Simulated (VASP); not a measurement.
Wanted: the native input for a VASP 6.6.1 run.

* Task: single point
* Functional: PBE
* Potentials or basis: VASP PAW PBE potentials, release 64 (Cs_sv)
* Cutoff: 520 eV
* k mesh: 12 × 12 × 12
* Occupations: gaussian, width 0.15 eV
* Spin: no spin polarisation
* Dipole correction: no
* Further INCAR settings: ALGO = Fast; EDIFF = 1e-07; NBANDS = 10

The structure of Cs lies in POSCAR:

```
Cs
1.0
   -2.8713750000      2.8713750000      3.0980625000
    2.8713750000     -2.8713750000      3.0980625000
    2.8713750000      2.8713750000     -3.0980625000
Cs
1
Direct
    0.0000000000      0.0000000000      0.0000000000
```

This cell differs from its parent crystal: strain -0.050 along x and y, +0.025 along z.

The input as run:

INCAR

```
SYSTEM = Cs
PREC     = Accurate       ! precision mode
ENCUT    = 520            ! plane-wave cutoff, eV
EDIFF    = 1E-7           ! SCF threshold, eV
ISMEAR   = 0              ! smearing method
SIGMA    = 0.15           ! smearing width, eV
LREAL    = .FALSE.        ! projectors in reciprocal space
LASPH    = .TRUE.         ! aspherical terms in the spheres
NELM     = 100            ! most SCF steps
ALGO     = Fast           ! electronic algorithm
ISIF     = 2              ! what is computed and relaxed
LWAVE    = .FALSE.        ! write WAVECAR
LCHARG   = .FALSE.        ! write CHGCAR
GGA      = PE             ! functional
NBANDS   = 10             ! bands
```

KPOINTS

```
Automatic mesh
0
G
  12 12 12
  0 0 0
```

Potentials or basis: VASP PAW PBE potentials, release 64 (Cs_sv).

Launch:

```console
$ cat potpaw_PBE.64/Cs_sv/POTCAR > POTCAR
$ mpirun -np 1 vasp_std > vasp.out
```

It gave:

The pressure is 0.3 GPa.

Caveat: the cell differs from its parent crystal (strain -0.050 along x and y, +0.025 along z).

Run time: 92 s on 1 thread of AMD EPYC 9R45 96-Core Processor (Zen 5) (shared host), peak memory 0.31 GiB.
